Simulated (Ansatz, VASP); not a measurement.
**AlAs: VASP beside Ansatz**

```
CELL_PARAMETERS angstrom
0.00000 2.86386 2.86386
2.86386 0.00000 2.86386
2.86386 2.86386 0.00000
ATOMIC_POSITIONS crystal
Al 0.00000 0.00000 0.00000
As 0.25000 0.25000 0.25000
```

Alike in both runs: functional PBE; k mesh 8 × 8 × 8; occupations gaussian, width 0.02 eV; no spin polarisation.

Ansatz relaxed the structure, and its values are those at the end. VASP's run is a single point on that final structure, the one shown.

|  | VASP | Ansatz |
| --- | --- | --- |
| version | VASP 6.6.1 | Ansatz 0.2.0 |
| potentials or method | VASP PAW PBE potentials, release 64 (Al, As), cutoff 500 eV | scalar-relativistic, plane waves, PAW |
| valence electrons in the cell | 8 | 18 |

|  | VASP | Ansatz | Ansatz less VASP |
| --- | --- | --- | --- |
| gap on the k mesh at the Fermi level (eV) | 1.49 | 1.50 | +0.009 |
| least direct gap on the mesh (eV) | 1.78 | 1.78 | -0.003 |
| pressure (GPa) | 0.2 | 0.0 | -0.17 |

VASP's potentials hold 8 valence electrons a cell and Ansatz's 18, so a difference there can come from the potentials and not from the codes.
